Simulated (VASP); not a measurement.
# Li2Sn (P-3m1) in VASP: notebook, part 2 of 2

VASP 6.6.1. Earlier steps stand in the parts before.

## (3) Single point, PBE

This run uses another cell than the first one, of 21.97 Å³/atom, 0.920 times its volume.

INCAR reads:

```
PREC = Accurate
ENCUT = 520
EDIFF = 1E-7
ISMEAR = 0
SIGMA = 0.1
LREAL = False
LASPH = True
NELM = 60
ALGO = Fast
ISIF = 2
LWAVE = False
LCHARG = False
GGA = PE
NBANDS = 17
```

KPOINTS reads:

```
Automatic mesh
0
Gamma
  18 18 8
```

POSCAR reads:

```
Li2Sn
1.0
    3.2550826334      0.0000000000      0.0000000000
   -1.6275413167      2.8189842520      0.0000000000
    0.0000000000      0.0000000000      7.1817239253
Li Sn
2 1
Direct
    0.3333333333      0.6666666667      0.8169138092
    0.6666666667      0.3333333333      0.1830861908
    0.0000000000      0.0000000000      0.5000000000
```

Potentials or basis: VASP PAW PBE potentials, release 64 (Li_sv, Sn_d).

Started as:

```bash
$ cat potpaw_PBE.64/Li_sv/POTCAR potpaw_PBE.64/Sn_d/POTCAR > POTCAR
$ mpirun -np 1 vasp_std > vasp.out
```

OUTCAR:

```text
PREC = Accurate
   ENCUT = 520
   EDIFF = 1E-7
   ISMEAR = 0
   LREAL = False
   LASPH = True
   NELM = 60
   ISIF = 2
   GGA = PE

 ion  position               nearest neighbor table
   1  0.333  0.667  0.817-   3 2.95   3 2.95   3 2.95
   2  0.667  0.333  0.183-   3 2.95   3 2.95   3 2.95
   3  0.000  0.000  0.500-   1 2.95   2 2.95   2 2.95   1 2.95   2 2.95   1 2.95

  LATTYP: Found a hexagonal cell.
 ALAT       =     3.2550826334
 C/A-ratio  =     2.2063107866

  Lattice vectors:

 A1 = (   3.2550826334,   0.0000000000,   0.0000000000)
 A2 = (  -1.6275413167,   2.8189842520,   0.0000000000)
 A3 = (   0.0000000000,   0.0000000000,   7.1817239253)

Analysis of symmetry for initial positions (statically):
=====================================================================
 Subroutine PRICEL returns:
 Original cell was already a primitive cell.

 Routine SETGRP: Setting up the symmetry group for a
 hexagonal supercell.

 Subroutine GETGRP returns: Found 12 space group operations
 (whereof 12 operations were pure point group operations)
 out of a pool of 24 trial point group operations.

The static configuration has the point symmetry D_3d.

Analysis of symmetry for dynamics (positions and initial velocities):
=====================================================================
 Subroutine PRICEL returns:
 Original cell was already a primitive cell.

 Routine SETGRP: Setting up the symmetry group for a
 hexagonal supercell.

 Subroutine GETGRP returns: Found 12 space group operations
 (whereof 12 operations were pure point group operations)
 out of a pool of 24 trial point group operations.

The dynamic configuration has the point symmetry D_3d.

 Subroutine INISYM returns: Found 12 space group operations
 (whereof 12 operations are pure point group operations),
 and found     1 'primitive' translations

[... 112 lines left out ...]
   EFERMI_NEDOS =   21; number of points for ismear=-14 and -15
   IALGO  =     68    algorithm
   IMIX   =      4    mixing-type and parameters
     AMIX     =   0.40;   BMIX     =  1.00
     AMIX_MAG =   1.60;   BMIX_MAG =  1.00
  volume/ion in A,a.u.               =      21.97       148.24
  Fermi-wavevector in a.u.,A,eV,Ry     =   1.100163  2.079007 16.467929  1.210359
  Thomas-Fermi vector in A             =   2.236570
   LORBIT       =      0    0 simple, 1 ext, 2 COOP (PROOUT), +10 PAW based schemes
   GGA     = PE    functional components
   LHFCALC =     F    Hartree Fock is set to
   AEXX    =    0.0000 exact exchange contribution
   IVDW    =     0    specifies the selected vdW correction
   LEPSILON=     F    determine dielectric tensor
   LRPA    =     F    only Hartree local field effects (RPA)
 non-spin polarized calculation
 RMM-DIIS sequential band-by-band and
 Gauss-broadening in eV      SIGMA  =   0.10
  energy-cutoff  :      520.00
  volume of cell :       65.90
 maximum number of plane-waves:      1824
   NGX = 13   NGY = 13   NGZ = 27

 number of electron      20.0000001 magnetization

 Free energy of the ion-electron system (eV)
  ---------------------------------------------------
  ext. energy  EPLUGINS =         0.00000000
  ---------------------------------------------------
  free energy    TOTEN  =        -8.18951538 eV

  energy without entropy =       -8.18259273  energy(sigma->0) =       -8.18605406

 E-fermi :   3.6295     XC(G=0):  -8.4007

 val. band max:        3.6251311499   @ k =   0.3333   0.2222   0.1250
 cond. band min:       3.6365060712   @ k =  -0.2222  -0.4444   0.1250
 fundamental gap:      0.0113749214
 Fermi energy:         3.6294922157

 k-point     1 :       0.0000    0.0000    0.0000
  band No.  band energies     occupation
      1     -42.8842      2.00000
      2     -42.8795      2.00000
      3     -17.6645      2.00000
      4     -17.6645      2.00000
      5     -17.5665      2.00000
      6     -17.4615      2.00000
[... 457 lines left out ...]
      4     -17.5567      2.00000
      5     -17.4979      2.00000
      6     -17.4872      2.00000
[... 9 lines left out ...]
     16      11.3222      0.00000
     17      11.7605      0.00000

 [... further k-points ...]

------------------------ aborting loop because EDIFF is reached ----------------------------------------

  FORCE on cell =-STRESS in cart. coord.  units (eV):
  Direction    XX          YY          ZZ          XY          YZ          ZX
  --------------------------------------------------------------------------------------
  -------------------------------------------------------------------------------------
  Total       -0.0256127     -0.0256127     -0.0218745      0.0000000      0.0000000      0.0000000
  in kB       -0.6227065     -0.6227065     -0.5318215      0.0000000      0.0000000      0.0000000
  external PRESSURE =      -0.5924115 kB  Pullay stress =       0.0000000 kB

 VOLUME and BASIS-vectors are now :
 -----------------------------------------------------------------------------
  energy-cutoff  :      520.00
  volume of cell :       65.90
      direct lattice vectors                 reciprocal lattice vectors
     3.255082633  0.000000000  0.000000000     0.307211863  0.177368852  0.000000000
    -1.627541317  2.818984252  0.000000000     0.000000000  0.354737704  0.000000000
     0.000000000  0.000000000  7.181723925     0.000000000  0.000000000  0.139242334

 POSITION                                       TOTAL-FORCE (eV/Angst)
 -----------------------------------------------------------------------------------
     -0.00000      1.87932      5.86685        -0.000000     -0.000000     -0.002723
      1.62754      0.93966      1.31487         0.000000      0.000000      0.002723
      0.00000      0.00000      3.59086        -0.000000      0.000000      0.000000
 -----------------------------------------------------------------------------------
    total drift:                                0.000000     -0.000000      0.000000

  FREE ENERGIE OF THE ION-ELECTRON SYSTEM (eV)
  ---------------------------------------------------
  free  energy   TOTEN  =        -8.1895153807 eV

  energy  without entropy=       -8.1825927348  energy(sigma->0) =       -8.18605406
```

Wall time 5.6 min (1 thread of Intel Xeon 6975P-C, shared host); peak memory 0.39 GiB.

Results:

* Free energy: -8.1895 eV
* Band gap on the k mesh: zero (band 10 reaches 4.25 eV, above the bottom of band 11 at 3.24 eV)

Forces in eV/Å, atoms in the order of the input:
```
Li   0.000  0.000 -0.003
Li   0.000  0.000  0.003
Sn   0.000  0.000  0.000
```

Caveat: the cutoff is under 1.25 times the usual one of these potentials, so pressure, stress and relaxed cells hold a basis-set (Pulay) error; spin-orbit coupling is left out, which moves the levels of the heavy elements.
